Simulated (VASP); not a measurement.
# BeS (P4_2/ncm) in VASP: notebook, part 2 of 2

VASP 6.6.1. Earlier steps stand in the parts before.

**3. Single point, PBE**

Contents of INCAR:

```
SYSTEM = BeS
ALGO = Normal
EDIFF = 1E-7
ENCUT = 520
GGA = PE
ISIF = 2
ISMEAR = 0
LASPH = .TRUE.
LCHARG = .FALSE.
LREAL = Auto
LWAVE = .FALSE.
NBANDS = 46
NELM = 100
PREC = Accurate
SIGMA = 0.02
```

Contents of KPOINTS:

```
k-points
0
G
  4 4 4
  0 0 0
```

Contents of POSCAR:

```
BeS
1.0
    6.8975854681      0.0000000000      0.0000000000
    0.0000000000      6.8975854681      0.0000000000
    0.0000000000      0.0000000000      5.7201371142
Be S
8 8
Direct
    0.6344464531      0.8655535469      0.9035883455
    0.6344464531      0.1344464531      0.4035883455
    0.3655535469      0.8655535469      0.4035883455
    0.3655535469      0.1344464531      0.9035883455
    0.1344464531      0.3655535469      0.5964116545
    0.8655535469      0.6344464531      0.5964116545
    0.1344464531      0.6344464531      0.0964116545
    0.8655535469      0.3655535469      0.0964116545
    0.6534040416      0.8465959584      0.5342011498
    0.3465959584      0.1534040416      0.5342011498
    0.6534040416      0.1534040416      0.0342011498
    0.3465959584      0.8465959584      0.0342011498
    0.1534040416      0.3465959584      0.9657988502
    0.1534040416      0.6534040416      0.4657988502
    0.8465959584      0.3465959584      0.4657988502
    0.8465959584      0.6534040416      0.9657988502
```

Potentials or basis: VASP PAW PBE potentials, release 64 (Be, S).

The run is started by

```bash
$ cat potpaw_PBE.64/Be/POTCAR potpaw_PBE.64/S/POTCAR > POTCAR
$ mpirun -np 1 vasp_std > vasp.out
```

OUTCAR:

```text
SYSTEM = BeS
   EDIFF = 1E-7
   ENCUT = 520
   GGA = PE
   ISIF = 2
   ISMEAR = 0
   LASPH = .TRUE.
   LREAL = Auto
   NELM = 100
   PREC = Accurate

 ion  position               nearest neighbor table
   1  0.634  0.866  0.904-  16 2.10   9 2.12  12 2.13  11 2.13
   2  0.634  0.134  0.404-  15 2.10  11 2.12   9 2.13  10 2.13
   3  0.366  0.866  0.404-  14 2.10  12 2.12   9 2.13  10 2.13
   4  0.366  0.134  0.904-  13 2.10  10 2.12  12 2.13  11 2.13
   5  0.134  0.366  0.596-  10 2.10  13 2.12  14 2.13  15 2.13
   6  0.866  0.634  0.596-   9 2.10  16 2.12  15 2.13  14 2.13
[... 8 lines left out ...]
  15  0.847  0.347  0.466-   2 2.10   8 2.12   6 2.13   5 2.13
  16  0.847  0.653  0.966-   1 2.10   6 2.12   7 2.13   8 2.13

  LATTYP: Found a simple tetragonal cell.
 ALAT       =     6.8975854681
 C/A-ratio  =     0.8292955761

  Lattice vectors:

 A1 = (   6.8975854681,   0.0000000000,   0.0000000000)
 A2 = (   0.0000000000,   6.8975854681,   0.0000000000)
 A3 = (   0.0000000000,   0.0000000000,   5.7201371142)

Analysis of symmetry for initial positions (statically):
=====================================================================
 Subroutine PRICEL returns:
 Original cell was already a primitive cell.

 Routine SETGRP: Setting up the symmetry group for a
 simple tetragonal supercell.

 Subroutine GETGRP returns: Found 16 space group operations
 (whereof  4 operations were pure point group operations)
 out of a pool of 16 trial point group operations.

The static configuration has the point symmetry S_4 .
 The point group associated with its full space group is D_4h.

Analysis of symmetry for dynamics (positions and initial velocities):
=====================================================================
 Subroutine PRICEL returns:
 Original cell was already a primitive cell.

[... 151 lines left out ...]
  Fermi-wavevector in a.u.,A,eV,Ry     =   1.010496  1.909561 13.892939  1.021102
  Thomas-Fermi vector in A             =   2.143489
   LORBIT       =      0    0 simple, 1 ext, 2 COOP (PROOUT), +10 PAW based schemes
   GGA     = PE    functional components
   LHFCALC =     F    Hartree Fock is set to
   AEXX    =    0.0000 exact exchange contribution
   IVDW    =     0    specifies the selected vdW correction
   LEPSILON=     F    determine dielectric tensor
   LRPA    =     F    only Hartree local field effects (RPA)
 non-spin polarized calculation
 Gauss-broadening in eV      SIGMA  =   0.02
  energy-cutoff  :      520.00
  volume of cell :      272.15
 maximum number of plane-waves:      7368
 NGX is ok and might be reduce to    54
   NGX = 25   NGY = 25   NGZ = 21

 number of electron      64.0000010 magnetization

 Free energy of the ion-electron system (eV)
  ---------------------------------------------------
  ext. energy  EPLUGINS =         0.00000000
  ---------------------------------------------------
  free energy    TOTEN  =       -77.05457770 eV

  energy without entropy =      -77.05457770  energy(sigma->0) =      -77.05457770

 E-fermi :   2.4958     XC(G=0):  -8.6978

 val. band max:        2.4008706673   @ k =   0.0000   0.0000   0.0000
 cond. band min:       5.9927150996   @ k =   0.0000   0.0000   0.0000
 fundamental gap:      3.5918444323
 Fermi energy:         2.4957792091

 k-point     1 :       0.0000    0.0000    0.0000
  band No.  band energies     occupation
      1     -10.9744      2.00000
      2      -9.9673      2.00000
      3      -9.6111      2.00000
      4      -9.5614      2.00000
      5      -9.5614      2.00000
      6      -9.4097      2.00000
[... 835 lines left out ...]
     43       8.3584      0.00000
     44       8.3584      0.00000
 [bands above 44 left out]

------------------------ aborting loop because EDIFF is reached ----------------------------------------

  FORCE on cell =-STRESS in cart. coord.  units (eV):
  Direction    XX          YY          ZZ          XY          YZ          ZX
  --------------------------------------------------------------------------------------
  -------------------------------------------------------------------------------------
  Total        0.0496029      0.0496029      0.0477298      0.0000000      0.0000000      0.0000000
  in kB        0.2920231      0.2920231      0.2809959      0.0000000      0.0000000      0.0000000
  external PRESSURE =       0.2883474 kB  Pullay stress =       0.0000000 kB

 VOLUME and BASIS-vectors are now :
 -----------------------------------------------------------------------------
  energy-cutoff  :      520.00
  volume of cell :      272.15
      direct lattice vectors                 reciprocal lattice vectors
     6.897585468  0.000000000  0.000000000     0.144978269  0.000000000  0.000000000
     0.000000000  6.897585468  0.000000000     0.000000000  0.144978269  0.000000000
     0.000000000  0.000000000  5.720137114     0.000000000  0.000000000  0.174820984

 POSITION                                       TOTAL-FORCE (eV/Angst)
 -----------------------------------------------------------------------------------
      4.37615      5.97023      5.16865        -0.001835      0.001835     -0.001909
      4.37615      0.92736      2.30858        -0.001835     -0.001835     -0.001909
      2.52144      5.97023      2.30858         0.001835      0.001835     -0.001909
      2.52144      0.92736      5.16865         0.001835     -0.001835     -0.001909
      0.92736      2.52144      3.41156        -0.001835      0.001835      0.001909
      5.97023      4.37615      3.41156         0.001835     -0.001835      0.001909
[... 8 lines left out ...]
      5.83947      2.39068      2.66443        -0.004451     -0.004451      0.005687
      5.83947      4.50691      5.52450        -0.004451      0.004451      0.005687
 -----------------------------------------------------------------------------------
    total drift:                               -0.000000     -0.000000      0.000000

  FREE ENERGIE OF THE ION-ELECTRON SYSTEM (eV)
  ---------------------------------------------------
  free  energy   TOTEN  =       -77.0545776961 eV

  energy  without entropy=      -77.0545776961  energy(sigma->0) =      -77.05457770
```

stdout:

```text
POSCAR found type information on POSCAR BeS
 POSCAR found :  2 types and      16 ions
 scaLAPACK will be used
 LDA part: xc-table for (Slater+PW92), standard interpolation
 POSCAR, INCAR and KPOINTS ok, starting setup
 FFT: planning ... GRIDC
 FFT: planning ... GRID_SOFT
 FFT: planning ... GRID
 WAVECAR not read
 entering main loop
```

It took 4.5 min on 1 thread of Intel Xeon 6975P-C (Granite Rapids), shared host; peak memory 0.43 GiB.

What came out:

```
Free energy            : -77.0546 eV
Pressure               : 0.0 GPa
Largest force          : 0.008 eV/Å
Band gap on the k mesh : 3.59 eV
```

Forces in eV/Å, atoms in the order of the input:
```
Be  -0.002  0.002 -0.002
Be  -0.002 -0.002 -0.002
Be   0.002  0.002 -0.002
Be   0.002 -0.002 -0.002
Be  -0.002  0.002  0.002
Be   0.002 -0.002  0.002
Be  -0.002 -0.002  0.002
Be   0.002  0.002  0.002
S    0.004 -0.004 -0.006
S   -0.004  0.004 -0.006
S    0.004  0.004 -0.006
S   -0.004 -0.004 -0.006
S    0.004 -0.004  0.006
S    0.004  0.004  0.006
S   -0.004 -0.004  0.006
S   -0.004  0.004  0.006
```

A k mesh can miss the band edges.

**4. Relaxation of cell and atoms, PBE**

This run uses another cell than the first one, of 13.44 Å³/atom.

Contents of INCAR:

```
PREC     = Accurate       # precision mode
ENCUT    = 600            # plane-wave cutoff, eV
EDIFF    = 1E-6           # SCF threshold, eV
ISMEAR   = 0              # smearing method
SIGMA    = 0.1            # smearing width, eV
LREAL    = Auto         
LASPH    = True           # aspherical terms in the spheres
NELM     = 60             # most SCF steps
ALGO     = Normal         # electronic algorithm
ISIF     = 3              # what is computed and relaxed
LWAVE    = False          # write WAVECAR
LCHARG   = False          # write CHGCAR
GGA      = PE             # functional
IBRION   = 2              # ionic algorithm
NSW      = 90             # ionic steps
EDIFFG   = -0.04          # ionic threshold
```

Contents of KPOINTS:

```
Automatic mesh
0
Gamma
  4 4 4
```

Contents of POSCAR:

```
BeS
1.0
    6.2672221100      0.0000000000      0.0000000000
    0.0000000000      6.2672221100      0.0000000000
    0.0000000000      0.0000000000      5.4734878500
Be S
8 8
Direct
    0.6409692500      0.8590307500      0.9309069100
    0.6409692500      0.1409692500      0.4309069100
    0.3590307500      0.8590307500      0.4309069100
    0.3590307500      0.1409692500      0.9309069100
    0.1409692500      0.3590307500      0.5690930900
    0.8590307500      0.6409692500      0.5690930900
    0.1409692500      0.6409692500      0.0690930900
    0.8590307500      0.3590307500      0.0690930900
    0.6409692500      0.8590307500      0.5690930900
    0.3590307500      0.1409692500      0.5690930900
    0.6409692500      0.1409692500      0.0690930900
    0.3590307500      0.8590307500      0.0690930900
    0.1409692500      0.3590307500      0.9309069100
    0.1409692500      0.6409692500      0.4309069100
    0.8590307500      0.3590307500      0.4309069100
    0.8590307500      0.6409692500      0.9309069100
```

The run is started by

```bash
$ cat potpaw_PBE.64/Be/POTCAR potpaw_PBE.64/S/POTCAR > POTCAR
$ mpirun -np 1 vasp_std > vasp.out
```

It took 27 min on 1 thread of Intel Xeon 6975P-C (Granite Rapids), shared host; peak memory 0.41 GiB.

It converged, with:

* Free energy: -77.0450 eV
* Relaxed volume: 17.04 Å³/atom
* Relaxed cell: a = 6.897 Å, b = 6.897 Å, c = 5.732 Å, α = 90.00°, β = 90.00°, γ = 90.00°
* Space group after relaxing (to 0.1 Å): P4_2/ncm (No. 138)
* Energy gained by relaxing: 439.0 meV/atom
* Ionic steps: 16
* Pressure after relaxing: -0.1 GPa
* Largest force after relaxing: 0.039 eV/Å
* Band gap on the k mesh: 3.61 eV

Forces in eV/Å, atoms in the order of the input:
```
Be  -0.002  0.002  0.020
Be  -0.002 -0.002  0.020
Be   0.002  0.002  0.020
Be   0.002 -0.002  0.020
Be  -0.002  0.002 -0.020
Be   0.002 -0.002 -0.020
Be  -0.002 -0.002 -0.020
Be   0.002  0.002 -0.020
S   -0.016  0.016 -0.031
S    0.016 -0.016 -0.031
S   -0.016 -0.016 -0.031
S    0.016  0.016 -0.031
S   -0.016  0.016  0.031
S   -0.016 -0.016  0.031
S    0.016  0.016  0.031
S    0.016 -0.016  0.031
```

The path:
```
step  energy change (eV)  largest force (eV/Å)  pressure (GPa)  volume (Å³)
   1              0.0000                2.7990           34.07       214.99
   2             -4.9415                1.6241           -6.87       316.62
   3             -6.2314                1.1158            1.29       276.29
   4             -6.5964                0.3853           -1.40       285.26
   5             -6.5984                0.3411           -1.25       284.59
   6             -6.7067                0.3563           -0.41       280.61
   7             -6.8152                0.4471            1.90       270.88
   8             -6.8848                0.2949            1.35       271.72
   9             -6.9551                0.2346            0.18       273.53
  10             -6.9567                0.2752           -0.01       273.84
  11             -6.9794                0.1626           -0.16       274.13
  12             -6.9964                0.2091           -0.43       274.66
  13             -7.0152                0.1248           -0.12       273.31
  14             -7.0226                0.0566            0.22       271.91
  15             -7.0227                0.0598            0.26       271.76
  16             -7.0247                0.0387           -0.06       272.65
```

Final structure:
```
Be S
1.0
     6.89693    0.00000    0.00000
     0.00000    6.89693    0.00000
     0.00000    0.00000    5.73192
Be S
8 8
Direct
  0.63420 0.86580 0.90322
  0.63420 0.13420 0.40322
  0.36580 0.86580 0.40322
  0.36580 0.13420 0.90322
  0.13420 0.36580 0.59678
  0.86580 0.63420 0.59678
  0.13420 0.63420 0.09678
  0.86580 0.36580 0.09678
  0.65354 0.84646 0.53502
  0.34646 0.15354 0.53502
  0.65354 0.15354 0.03502
  0.34646 0.84646 0.03502
  0.15354 0.34646 0.96498
  0.15354 0.65354 0.46498
  0.84646 0.34646 0.46498
  0.84646 0.65354 0.96498
```

Levels at points of the mesh, in eV from the valence-band top:
```
           k point  band 28  band 29  band 30  band 31  band 32  band 33  band 34  band 35  band 36  band 37
(0.00, 0.00, 0.00)    -0.96    -0.27    -0.27    -0.16     0.00     3.61     3.95     4.63     4.88     5.12
(0.50, 0.00, 0.00)    -1.33    -0.84    -0.84    -0.32    -0.32     4.29     4.29     5.26     5.26     5.49
(0.50, 0.50, 0.00)    -0.87    -0.86    -0.86    -0.44    -0.44     4.37     4.37     4.61     4.61     5.41
(0.00, 0.00, 0.50)    -0.76    -0.71    -0.71    -0.45    -0.45     4.33     4.33     4.90     4.90     5.24
(0.50, 0.00, 0.50)    -1.46    -0.89    -0.89    -0.89    -0.89     4.86     4.86     4.86     4.86     5.44
(0.50, 0.50, 0.50)    -1.25    -0.84    -0.84    -0.56    -0.56     4.77     4.77     4.80     4.80     4.99
```

Caveat: the volume moved by over 15 % at a fixed basis, so the end points are rough.

**5. Overview**

```csv
task,cell,cutoff (eV),smearing,gap on the mesh (eV),pressure (GPa),largest force (eV/Å)
single point,"a = 6.896, b = 6.896, c = 5.720 Å, 16 atoms, atomic positions A",520,gaussian 0.1 eV,3.59,0.1,0.01
single point,"a = 6.898, b = 6.898, c = 5.720 Å, 16 atoms, atomic positions A",520,gaussian 0.02 eV,3.59,0.0,0.01
relaxation of cell and atoms,"relaxed from a = 6.267, b = 6.267, c = 5.473 Å, 16 atoms, atomic positions B",600,gaussian 0.1 eV,3.61,-0.1,0.04
```

Alike in all rows: level PBE; potentials or basis VASP PAW PBE potentials, release 64 (Be, S); no spin polarisation; k mesh 4 × 4 × 4.

Caveats: the volume moved by over 15 % at a fixed basis, so the end points are rough (at least some runs).

Absolute energies hang on the potentials; compare differences alone.
